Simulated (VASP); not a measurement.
Al3TlP4: single point with PBE

Crystal: Al3TlP4.

```xyz
16
Lattice="-5.6461 5.6474 0.0042 -5.6483 0.0021 5.6483 -0.0045 5.6471 5.6459" Properties=species:S:1:pos:R:3 pbc="T T T"
Al   -0.0198    5.6546    5.6505
Al   -2.8320    0.0201    2.8205
Al   -5.6523    2.8382    2.8208
Al   -2.8399    5.6545    2.8295
Al   -2.8316    2.8384    5.6411
Al   -5.6572    5.6668    5.6469
P    -9.8047    6.9817    6.9728
P    -7.0719    4.4196    7.0602
P    -7.1495    6.9933    4.3174
P    -9.8982   10.0681    9.8841
P    -4.2513    4.2506    4.2406
P    -6.9841    6.9829    9.7936
P    -7.0770    9.8975    7.0652
P    -4.3283    6.9948    7.1377
Tl   -8.4758    8.4673   11.2824
Tl   -5.6499    2.8178    8.4585
```

```yaml
Program: VASP 6.6.1
Task: single point
Functional: PBE
Potentials_or_basis: VASP PAW PBE potentials, release 64 (Al, P, Tl_d)
Cutoff: 520 eV
k_mesh: 4 × 4 × 4
Occupations: gaussian, width 0.02 eV
Spin: no spin polarisation
```

```
Pressure               : -0.1 GPa
Largest force          : 0.034 eV/Å
Band gap on the k mesh : 0.82 eV
```

Forces on the atoms (eV/Å):
```
Al  -0.007  0.019  0.000
Al  -0.003  0.001  0.000
Al  -0.022  0.017  0.019
Al  -0.006  0.018  0.004
Al  -0.023  0.008  0.023
Al  -0.001  0.002 -0.001
P    0.006  0.005 -0.003
P    0.013  0.000 -0.015
P    0.010 -0.019 -0.006
P    0.014  0.000 -0.016
P    0.016 -0.017 -0.016
P    0.003 -0.003  0.002
P    0.019 -0.017 -0.013
P    0.010 -0.023 -0.008
Tl  -0.014  0.005  0.016
Tl  -0.015  0.005  0.015
```

Levels at points of the mesh, in eV from the valence-band top:
```
           k point  band 38  band 39  band 40  band 41  band 42  band 43  band 44  band 45  band 46  band 47
(0.00, 0.00, 0.00)    -0.97    -0.84    -0.38    -0.28     0.00     0.82     0.87     1.23     1.42     1.54
(0.50, 0.00, 0.00)    -1.89    -0.73    -0.73    -0.68    -0.68     1.72     1.73     2.15     2.15     2.48
(0.00, 0.50, 0.00)    -1.50    -1.12    -1.12    -0.56    -0.30     1.96     1.99     2.08     2.09     2.11
(0.50, 0.50, 0.00)    -1.69    -1.19    -1.19    -0.91    -0.91     2.19     2.19     2.63     2.63     3.08
(0.00, 0.00, 0.50)    -1.89    -0.73    -0.73    -0.68    -0.68     1.72     1.72     2.15     2.15     2.48
(0.50, 0.00, 0.50)    -1.49    -1.48    -1.34    -0.98    -0.68     2.00     2.32     2.84     2.85     2.85
(0.00, 0.50, 0.50)    -1.69    -1.19    -1.19    -0.91    -0.91     2.19     2.19     2.63     2.63     3.08
(0.50, 0.50, 0.50)    -1.48    -1.12    -1.11    -0.55    -0.31     1.97     2.03     2.07     2.11     2.12
```

Wall time 37 min on 1 thread of Intel Xeon 8259CL (shared host), peak memory 0.76 GiB.

Caveat: spin-orbit coupling is left out, which moves the levels of the heavy elements. A k mesh can miss the band edges.
